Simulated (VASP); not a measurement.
The system is Sb.

```
Sb
1.0
    -1.87134    1.87134    1.87134
     1.87134   -1.87134    1.87134
     1.87134    1.87134   -1.87134
Sb
1
Direct
  0.00000 0.00000 0.00000
```

- Program: VASP 6.6.1
- Task: relaxation of cell and atoms
- Functional: revPBE
- Potentials or basis: VASP PAW PBE potentials, release 64 (Sb)
- Cutoff: 600 eV
- k mesh: 10 × 10 × 10
- Occupations: fermi-dirac, width 0.05 eV
- Spin: no spin polarisation

At the start: pressure 4.0 GPa; volume 26.21 Å³/atom.

**Question.** Where does the relaxation end?

**Answer.** Over 3 steps the energy falls by 19.3 meV/atom and the volume is 27.86 Å³/atom (+6.3 %); space group Im-3m (No. 229, to 0.05 Å).

The path:
```csv
step,energy change (eV),largest force (eV/Å),pressure (GPa),volume (Å³)
1,0.0000,0.0000,3.98,26.21
2,-0.0144,0.0000,-1.68,28.76
3,-0.0193,0.0000,0.01,27.86
```

Final structure:
```
Sb
1.0
    -1.90971    1.90971    1.90971
     1.90971   -1.90971    1.90971
     1.90971    1.90971   -1.90971
Sb
1
Direct
  0.00000 0.00000 0.00000
```

Caveat: the PAW data sets were made with another functional, which shifts forces and pressure a little.
